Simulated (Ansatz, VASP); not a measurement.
## One calculation of BN, two programs

INCAR

```
SYSTEM = BN
PREC = Accurate ; ENCUT = 520
EDIFF = 1E-6 ; ISMEAR = 0
SIGMA = 0.05 ; LREAL = .FALSE.
LASPH = .TRUE. ; NELM = 80
ALGO = Normal ; ISIF = 2
LWAVE = .FALSE. ; LCHARG = .FALSE.
GGA = CA ; NBANDS = 16
```

Contents of KPOINTS:

```
regular mesh
0
G
  12 12 4
  0 0 0
```

Contents of POSCAR:

```
BN
1.0
    2.4038308572      0.0000000000      0.0000000000
   -1.2019154286      2.0817785888      0.0000000000
    0.0000000000      0.0000000000      6.1252014073
B N
2 2
Direct
    0.3333333333      0.6666666667      0.2500000000
    0.6666666667      0.3333333333      0.7500000000
    0.3333333333      0.6666666667      0.7500000000
    0.6666666667      0.3333333333      0.2500000000
```

Input for Ansatz:

```yaml
crystal:
  lattice:
    - [2.4038308572, 0.0, 0.0]
    - [-1.2019154286, 2.0817785888, 0.0]
    - [0.0, 0.0, 6.1252014073]
  atoms:
    - { symbol: B, position: [0.3333333333, 0.6666666667, 0.25] }
    - { symbol: B, position: [0.6666666667, 0.3333333333, 0.75] }
    - { symbol: "N", position: [0.3333333333, 0.6666666667, 0.75] }
    - { symbol: "N", position: [0.6666666667, 0.3333333333, 0.25] }
basis:
  ecutwfc: 520.0
kpoints:
  mp_grid: { grid: [12, 12, 4] }
hamiltonian:
  xc: lda
  pseudopotentials: { kind: paw, azcp: { folder: soft_1 } }
scf:
  occupations: { method: gaussian, width: 0.05 }
output:
  forces: true
  stress: true
  eigenvalues: true
```

Alike in both runs: task single point; functional LDA; k mesh 12 × 12 × 4; occupations gaussian, width 0.05 eV; no spin polarisation.

```csv
,VASP,Ansatz
version,VASP 6.6.1,Ansatz 0.2.0
potentials or method,"VASP PAW LDA potentials, release 64 (B, N), cutoff 520 eV","scalar-relativistic, plane waves, PAW"
valence electrons in the cell,16,16
```

|  | VASP | Ansatz | Ansatz less VASP |
| --- | --- | --- | --- |
| gap on the k mesh at the Fermi level (eV) | 4.08 | 4.09 | +0.015 |
| least direct gap on the mesh (eV) | 4.50 | 4.52 | +0.014 |

Ansatz warns that its potentials were made for another functional, while VASP's fit it. LDA's correlation is that of Perdew and Zunger in VASP and of Perdew and Wang (1992) in Ansatz.
